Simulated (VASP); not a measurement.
# SnS2 (Berndtite-2T) (P-3m1) in VASP: a series of runs

The runs below take SnS2 (Berndtite-2T) through single point, with PBE.

Program: VASP 6.6.1. These are calculated values, not measurements. Logs are shortened: lines on timing, memory, paths and dates and some standing lists are left out, and cuts for length are marked.

## 1. The cell of the first run

Symmetry: P-3m1, No. 164, trigonal system. The conventional cell has a = 3.639 Å, b = 3.639 Å, c = 5.868 Å, α = 90.00°, β = 90.00°, γ = 120.00°. Sn (site symmetry -3m) has 6 S at 2.56 Å within 3.4 Å. S (site symmetry 3m) has 3 Sn at 2.56 Å within 3.4 Å.

## 2. Single point, PBE

INCAR

```
ALGO = Normal
EDIFF = 1E-6
ENCUT = 500
GGA = PE
GGA_COMPAT = False
ISIF = 2
ISMEAR = 0
LASPH = True
LCHARG = False
LREAL = False
LWAVE = False
NBANDS = 20
NELM = 120
PREC = Accurate
SIGMA = 0.02
```

KPOINTS

```
k-points
0
Gamma
  6 6 3
```

POSCAR

```
SnS2
1.0
    3.6390000000      0.0000000000      0.0000000000
   -1.8195000000      3.1514664400      0.0000000000
    0.0000000000      0.0000000000      5.8680000000
Sn S
1 2
Direct
    0.0000000000      0.0000000000      0.0000000000
    0.3333333333      0.6666666667      0.2500000000
    0.6666666667      0.3333333333      0.7500000000
```

Potentials or basis: VASP PAW PBE potentials, release 64 (Sn_d, S).

The run is started by

```console
> cat potpaw_PBE.64/Sn_d/POTCAR potpaw_PBE.64/S/POTCAR > POTCAR
> mpirun -np 1 vasp_std > vasp.out
```

OUTCAR:

```text
EDIFF = 1E-6
   ENCUT = 500
   GGA = PE
   ISIF = 2
   ISMEAR = 0
   LASPH = True
   LREAL = False
   NELM = 120
   PREC = Accurate

 ion  position               nearest neighbor table
   1  0.000  0.000  0.000-   2 2.56   3 2.56   3 2.56   2 2.56   3 2.56   2 2.56
   2  0.333  0.667  0.250-   1 2.56   1 2.56   1 2.56
   3  0.667  0.333  0.750-   1 2.56   1 2.56   1 2.56

  LATTYP: Found a hexagonal cell.
 ALAT       =     3.6390000000
 C/A-ratio  =     1.6125309151

  Lattice vectors:

 A1 = (   3.6390000000,   0.0000000000,   0.0000000000)
 A2 = (  -1.8195000000,   3.1514664400,   0.0000000000)
 A3 = (   0.0000000000,   0.0000000000,   5.8680000000)

Analysis of symmetry for initial positions (statically):
=====================================================================
 Subroutine PRICEL returns:
 Original cell was already a primitive cell.

 Routine SETGRP: Setting up the symmetry group for a
 hexagonal supercell.

 Subroutine GETGRP returns: Found 12 space group operations
 (whereof 12 operations were pure point group operations)
 out of a pool of 24 trial point group operations.

The static configuration has the point symmetry D_3d.

Analysis of symmetry for dynamics (positions and initial velocities):
=====================================================================
 Subroutine PRICEL returns:
 Original cell was already a primitive cell.

 Routine SETGRP: Setting up the symmetry group for a
 hexagonal supercell.

 Subroutine GETGRP returns: Found 12 space group operations
 (whereof 12 operations were pure point group operations)
 out of a pool of 24 trial point group operations.

The dynamic configuration has the point symmetry D_3d.

 Subroutine INISYM returns: Found 12 space group operations
 (whereof 12 operations are pure point group operations),
 and found     1 'primitive' translations

----------------------------------------------------------------------------------------

                                     Primitive cell

  volume of cell :      67.2953

  direct lattice vectors                    reciprocal lattice vectors
     3.639000000  0.000000000  0.000000000     0.274800769  0.158656298  0.000000000
    -1.819500000  3.151466440  0.000000000     0.000000000  0.317312597  0.000000000
     0.000000000  0.000000000  5.868000000     0.000000000  0.000000000  0.170415815

  length of vectors
     3.639000000  3.638999996  5.868000000     0.317312597  0.317312597  0.170415815

  position of ions in fractional coordinates (direct lattice)
     0.000000000  0.000000000  0.000000000
     0.333333333  0.666666667  0.250000000
     0.666666667  0.333333333  0.750000000

  ion indices of the primitive-cell ions
   primitive index   ion index
                 1           1
                 2           2
                 3           3

----------------------------------------------------------------------------------------

 KPOINTS: k-points

Automatic generation of k-mesh.
 Grid dimensions read from file:
 generate k-points for:    6    6    3

 Generating k-lattice:

  Cartesian coordinates                     Fractional coordinates (reciprocal lattice)
     0.045800128  0.026442716  0.000000000     0.166666667  0.000000000  0.000000000
     0.000000000  0.052885433  0.000000000     0.000000000  0.166666667  0.000000000
     0.000000000  0.000000000  0.056805272     0.000000000  0.000000000  0.333333333

  Length of vectors
     0.052885433  0.052885433  0.056805272

  Shift w.r.t. Gamma in fractional coordinates (k-lattice)
     0.000000000  0.000000000  0.000000000

 Subroutine IBZKPT returns following result:
 ===========================================

 Found     17 irreducible k-points:

 Following reciprocal coordinates:
            Coordinates               Weight
  0.000000  0.000000  0.000000      1.000000
  0.166667 -0.000000  0.000000      6.000000
  0.333333 -0.000000  0.000000      6.000000
  0.500000 -0.000000  0.000000      3.000000
  0.166667  0.166667  0.000000      6.000000
  0.333333  0.166667  0.000000     12.000000
[... 9 lines left out ...]
 -0.166667  0.500000  0.333333     12.000000
  0.333333  0.333333  0.333333      4.000000
   k-points           NKPTS =     17   k-points in BZ     NKDIM =     17   number of bands    NBANDS=     20
   number of dos      NEDOS =    301   number of ions     NIONS =      3
   total plane-waves  NPLWV =  37632
   dimension x,y,z NGX =    28 NGY =   28 NGZ =   48
   dimension x,y,z NGXF=    56 NGYF=   56 NGZF=   96
   ions per type =               1   2
   NGX,Y,Z   is equivalent  to a cutoff of  12.79, 12.79, 13.60 a.u.
   NGXF,Y,Z  is equivalent  to a cutoff of  25.58, 25.58, 27.20 a.u.
 SYSTEM =  unknown system
   PREC   = accura    normal or accurate (medium, high low for compatibility)
   ISTART =      0    job   : 0-new  1-cont  2-samecut
   ICHARG =      2    charge: 1-file 2-atom 10-const
   ISPIN  =      1    spin polarized calculation?
   LNONCOLLINEAR =      F non collinear calculations
   LSORBIT =      F    spin-orbit coupling
   LASPH  =      T    aspherical Exc in radial PAW
   ENCUT  =  500.0 eV  36.75 Ry    6.06 a.u.   6.63  6.63 10.70*2*pi/ulx,y,z
   NELM   =    120;   NELMIN=  2; NELMDL= -5     # of ELM steps
   EDIFF  = 0.1E-05   stopping-criterion for ELM
   LREAL  =      F    real-space projection
   EDIFFG = 0.1E-04   stopping-criterion for IOM
   NSW    =      0    number of steps for IOM
   IBRION =     -1    ionic relax: 0-MD 1-quasi-New 2-CG
   NFREE  =      0    steps in history (QN), initial steepest desc. (CG)
   ISIF   =      2    stress and relaxation
   ISYM   =      2    0-nonsym 1-usesym 2-fastsym
   POTIM  = 0.5000    time-step for ionic-motion
   TEBEG  =    0.0;   TEEND  =   0.0 temperature during run
   PSTRESS=    0.0 pullay stress
   NELECT =      26.0000    total number of electrons
   NUPDOWN=      -1.0000    fix difference up-down
   EMIN   =  10.00;   EMAX   =-10.00  energy-range for DOS
   EFERMI =   0.00;   METHOD = LEGACY
   ISMEAR =     0;   SIGMA  =   0.02  broadening in eV -4-tet -1-fermi 0-gaus
   EFERMI_NEDOS =   21; number of points for ismear=-14 and -15
   IALGO  =     38    algorithm
   IMIX   =      4    mixing-type and parameters
     AMIX     =   0.40;   BMIX     =  1.00
     AMIX_MAG =   1.60;   BMIX_MAG =  1.00
  volume/ion in A,a.u.               =      22.43       151.38
  Fermi-wavevector in a.u.,A,eV,Ry     =   1.192352  2.253218 19.343434  1.421702
  Thomas-Fermi vector in A             =   2.328392
   LORBIT       =      0    0 simple, 1 ext, 2 COOP (PROOUT), +10 PAW based schemes
   GGA     = PE    functional components
   LHFCALC =     F    Hartree Fock is set to
   AEXX    =    0.0000 exact exchange contribution
   IVDW    =     0    specifies the selected vdW correction
   LEPSILON=     F    determine dielectric tensor
   LRPA    =     F    only Hartree local field effects (RPA)
 non-spin polarized calculation
 Gauss-broadening in eV      SIGMA  =   0.02
  energy-cutoff  :      500.00
  volume of cell :       67.30
 maximum number of plane-waves:      1737
 NGX is ok and might be reduce to    28

 number of electron      26.0000007 magnetization

 Free energy of the ion-electron system (eV)
  ---------------------------------------------------
  ext. energy  EPLUGINS =         0.00000000
  ---------------------------------------------------
  free energy    TOTEN  =       -13.13010596 eV

  energy without entropy =      -13.13010596  energy(sigma->0) =      -13.13010596

 E-fermi :   4.9120     XC(G=0):  -9.6600

 val. band max:        4.7982577480   @ k =   0.0000   0.0000   0.0000
 cond. band min:       6.2443057516   @ k =   0.5000  -0.0000   0.3333
 fundamental gap:      1.4460480037
 Fermi energy:         4.9119960978

 k-point     1 :       0.0000    0.0000    0.0000
  band No.  band energies     occupation
      1     -16.1466      2.00000
      2     -16.1466      2.00000
      3     -16.1026      2.00000
      4     -16.0740      2.00000
      5     -16.0740      2.00000
      6      -9.0602      2.00000
[... 12 lines left out ...]
     19      14.3557      0.00000
     20      14.3557      0.00000

 k-point     2 :       0.1667   -0.0000    0.0000
  band No.  band energies     occupation
      1     -16.1648      2.00000
      2     -16.1314      2.00000
      3     -16.0919      2.00000
      4     -16.0822      2.00000
      5     -16.0718      2.00000
      6      -8.7484      2.00000
[... 12 lines left out ...]
     19      13.7882      0.00000
     20      14.6204      0.00000

 k-point     3 :       0.3333   -0.0000    0.0000
  band No.  band energies     occupation
      1     -16.2070      2.00000
      2     -16.1147      2.00000
      3     -16.1057      2.00000
      4     -16.0572      2.00000
      5     -16.0534      2.00000
      6      -7.8965      2.00000
[... 12 lines left out ...]
     19      14.2012      0.00000
     20      15.2799      0.00000

 k-point     4 :       0.5000   -0.0000    0.0000
  band No.  band energies     occupation
      1     -16.2292      2.00000
      2     -16.1138      2.00000
      3     -16.1129      2.00000
      4     -16.0424      2.00000
      5     -16.0374      2.00000
      6      -7.1171      2.00000
[... 12 lines left out ...]
     19      15.2760      0.00000
     20      15.8669      0.00000

 k-point     5 :       0.1667    0.1667    0.0000
  band No.  band energies     occupation
      1     -16.1853      2.00000
      2     -16.1276      2.00000
      3     -16.0929      2.00000
      4     -16.0797      2.00000
      5     -16.0539      2.00000
      6      -8.1593      2.00000
[... 12 lines left out ...]
     19      12.4442      0.00000
     20      15.6035      0.00000
[... 192 lines left out ...]
      6      -8.0435      2.00000
[... 12 lines left out ...]
     19      13.4268      0.00000
     20      14.2375      0.00000

 k-point    15 :       0.3333    0.1667    0.3333
  band No.  band energies     occupation
      1     -16.2065      2.00000
      2     -16.1308      2.00000
      3     -16.1000      2.00000
      4     -16.0591      2.00000
      5     -16.0407      2.00000
      6      -7.1317      2.00000
[... 12 lines left out ...]
     19      14.4482      0.00000
     20      15.3185      0.00000

 k-point    16 :      -0.1667    0.5000    0.3333
  band No.  band energies     occupation
      1     -16.2065      2.00000
      2     -16.1308      2.00000
      3     -16.1001      2.00000
      4     -16.0591      2.00000
      5     -16.0407      2.00000
      6      -7.1315      2.00000
[... 12 lines left out ...]
     19      13.9371      0.00000
     20      15.2768      0.00000

 k-point    17 :       0.3333    0.3333    0.3333
  band No.  band energies     occupation
      1     -16.1711      2.00000
      2     -16.1711      2.00000
      3     -16.0731      2.00000
      4     -16.0731      2.00000
      5     -16.0488      2.00000
      6      -6.5275      2.00000
[... 12 lines left out ...]
     19      14.3372      0.00000
     20      14.3372      0.00000

------------------------ aborting loop because EDIFF is reached ----------------------------------------

  FORCE on cell =-STRESS in cart. coord.  units (eV):
  Direction    XX          YY          ZZ          XY          YZ          ZX
  --------------------------------------------------------------------------------------
  -------------------------------------------------------------------------------------
  Total        1.8233655      1.8233655      1.6676878     -0.0000000      0.0000000      0.0000000
  in kB       43.4109690     43.4109689     39.7045685     -0.0000000      0.0000000      0.0000000
  external PRESSURE =      42.1755021 kB  Pullay stress =       0.0000000 kB

 VOLUME and BASIS-vectors are now :
 -----------------------------------------------------------------------------
  energy-cutoff  :      500.00
  volume of cell :       67.30
      direct lattice vectors                 reciprocal lattice vectors
     3.639000000  0.000000000  0.000000000     0.274800769  0.158656298  0.000000000
    -1.819500000  3.151466440  0.000000000     0.000000000  0.317312597  0.000000000
     0.000000000  0.000000000  5.868000000     0.000000000  0.000000000  0.170415815

 POSITION                                       TOTAL-FORCE (eV/Angst)
 -----------------------------------------------------------------------------------
      0.00000      0.00000      0.00000        -0.000000      0.000000      0.000000
     -0.00000      2.10098      1.46700         0.000000     -0.000000      0.223030
      1.81950      1.05049      4.40100         0.000000      0.000000     -0.223030
 -----------------------------------------------------------------------------------
    total drift:                               -0.000000     -0.000000     -0.000000

  FREE ENERGIE OF THE ION-ELECTRON SYSTEM (eV)
  ---------------------------------------------------
  free  energy   TOTEN  =       -13.1301059552 eV

  energy  without entropy=      -13.1301059552  energy(sigma->0) =      -13.13010596
```

Wall time 17 s (1 thread of Intel Xeon Platinum 8488C (Sapphire Rapids), shared host); peak memory 0.18 GiB.

Results:

| Property | Result |
| --- | --- |
| Free energy | -13.1301 eV |
| Pressure | 4.2 GPa |
| Largest force | 0.223 eV/Å |
| Band gap on the k mesh | 1.45 eV, indirect (least direct gap 2.00 eV) |

Forces on the atoms (eV/Å):
```
Sn   0.000  0.000  0.000
S    0.000  0.000  0.223
S    0.000  0.000 -0.223
```

Stress tensor (GPa, compression positive):
```
4.34 0.00 0.00
0.00 4.34 0.00
0.00 0.00 3.97
```

Caveat: spin-orbit coupling is left out, which moves the levels of the heavy elements; this functional lacks dispersion, which binds the layers, so the pressure and a relaxed spacing across them are unreliable.

## 3. Single point, PBE

INCAR

```
SYSTEM = SnS2
PREC = Accurate
ENCUT = 500
EDIFF = 1E-6
ISMEAR = 0
SIGMA = 0.02
LREAL = .FALSE.
LASPH = .TRUE.
NELM = 120
ALGO = Normal
ISIF = 2
LWAVE = .FALSE.
LCHARG = .TRUE.
GGA = PE
LELF = .TRUE.
LVHAR = .TRUE.
NBANDS = 20
GGA_COMPAT = .FALSE.
```

KPOINTS

```
regular mesh
0
G
  6 6 3
  0 0 0
```

POSCAR

```
SnS2
1.0
    3.6150585174      0.0000000000      0.0000000000
   -1.8075292587      3.1307325079      0.0000000000
    0.0000000000      0.0000000000      5.9459814915
Sn S
1 2
Direct
    0.0000000000      0.0000000000      0.0000000000
    0.3333333333      0.6666666667      0.2500000000
    0.6666666667      0.3333333333      0.7500000000
```

Potentials or basis: VASP PAW PBE potentials, release 64 (Sn_d, S).

The run is started by

```console
> cat potpaw_PBE.64/Sn_d/POTCAR potpaw_PBE.64/S/POTCAR > POTCAR
> mpirun -np 1 vasp_std > vasp.out
```

Run time: 16 s. Hardware: 1 thread of Intel Xeon Platinum 8488C (Sapphire Rapids), shared host; peak memory 0.18 GiB.

The run converged. Its results:

- Free energy: -13.1238 eV
- Pressure: 4.3 GPa
- Largest force: 0.111 eV/Å
- Band gap on the k mesh: 1.50 eV, indirect (least direct gap 1.95 eV)

Forces in eV/Å, atoms in the order of the input:
```
Sn   0.000  0.000  0.000
S    0.000  0.000  0.111
S    0.000  0.000 -0.111
```

Stress tensor (GPa, compression positive):
```
4.97 0.00 0.00
0.00 4.97 0.00
0.00 0.00 3.03
```

Levels at points of the mesh, in eV from the valence-band top:
```tsv
k point	band 11	band 12	band 13	band 14	band 15	band 16
(0.00, 0.00, 0.00)	-0.20	-0.20	-0.05	2.17	3.87	5.62
(0.50, 0.00, 0.00)	-2.40	-1.00	-0.20	1.82	4.59	5.99
```

Caveat: spin-orbit coupling is left out, which moves the levels of the heavy elements; this functional lacks dispersion, which binds the layers, so the pressure and a relaxed spacing across them are unreliable.

## 4. Single point, PBE

This run uses another cell than the first one, of the same volume but with other edges.

INCAR

```
ALGO     = Normal         # electronic algorithm
EDIFF    = 1E-6           # SCF threshold, eV
ENCUT    = 500            # plane-wave cutoff, eV
GGA      = PE             # functional
GGA_COMPAT= F            
ISIF     = 2              # what is computed and relaxed
ISMEAR   = 0              # smearing method
LASPH    = T              # aspherical terms in the spheres
LCHARG   = F              # write CHGCAR
LREAL    = F              # projectors in reciprocal space
LWAVE    = F              # write WAVECAR
NBANDS   = 20             # bands
NELM     = 120            # most SCF steps
PREC     = Accurate       # precision mode
SIGMA    = 0.02           # smearing width, eV
```

KPOINTS

```
k-points
0
Gamma
  6 6 3
```

POSCAR

```
SnS2
1.0
    3.5917349099      0.0000000000      0.0000000000
   -1.7958674550      3.1105336713      0.0000000000
    0.0000000000      0.0000000000      6.0234549243
Sn S
1 2
Direct
    0.0000000000      0.0000000000      0.0000000000
    0.3333333333      0.6666666667      0.2500000000
    0.6666666667      0.3333333333      0.7500000000
```

The run is started by

```console
> cat potpaw_PBE.64/Sn_d/POTCAR potpaw_PBE.64/S/POTCAR > POTCAR
> mpirun -np 1 vasp_std > vasp.out
```

It took 16 s on 1 thread of Intel Xeon Platinum 8488C (Sapphire Rapids), shared host; peak memory 0.18 GiB.

The run converged. Its results:

| Property | Result |
| --- | --- |
| Free energy | -13.1088 eV |
| Pressure | 4.4 GPa |
| Largest force | 0.007 eV/Å |
| Band gap on the k mesh | 1.43 eV, indirect (least direct gap 1.89 eV) |

Forces in eV/Å, atoms in the order of the input:
```
Sn   0.000  0.000  0.000
S    0.000  0.000 -0.007
S    0.000  0.000  0.007
```

Stress tensor (GPa, compression positive):
```
5.62 0.00 0.00
0.00 5.62 0.00
0.00 0.00 2.03
```

Levels at points of the mesh, in eV from the valence-band top:
```csv
k point,band 9,band 10,band 11,band 12,band 13,band 14,band 15,band 16,band 17,band 18
"(0.00, 0.00, 0.00)",-0.46,-0.46,-0.22,-0.17,-0.17,2.19,3.94,5.66,5.66,8.66
"(0.50, 0.00, 0.00)",-4.47,-2.81,-2.37,-1.08,-0.24,1.78,4.54,5.90,6.19,7.27
```

Caveat: spin-orbit coupling is left out, which moves the levels of the heavy elements; this functional lacks dispersion, which binds the layers, so the pressure and a relaxed spacing across them are unreliable.

## 5. Overview

```csv
cell,gap on the mesh (eV),pressure (GPa),largest force (eV/Å)
"a = 3.639, b = 3.639, c = 5.868 Å, angles 90.0, 90.0, 120.0°, 3 atoms",1.45,4.2,0.22
"a = 3.615, b = 3.615, c = 5.946 Å, angles 90.0, 90.0, 120.0°, 3 atoms",1.50,4.3,0.11
"a = 3.592, b = 3.592, c = 6.023 Å, angles 90.0, 90.0, 120.0°, 3 atoms",1.43,4.4,0.01
```

Alike in all rows: task single point; level PBE; potentials or basis VASP PAW PBE potentials, release 64 (Sn_d, S); no spin polarisation; k mesh 6 × 6 × 3; cutoff (eV) 500; smearing gaussian 0.02 eV.

Caveats: spin-orbit coupling is left out, which moves the levels of the heavy elements; this functional lacks dispersion, which binds the layers, so the pressure and a relaxed spacing across them are unreliable.

Absolute energies hang on the potentials; compare differences alone.
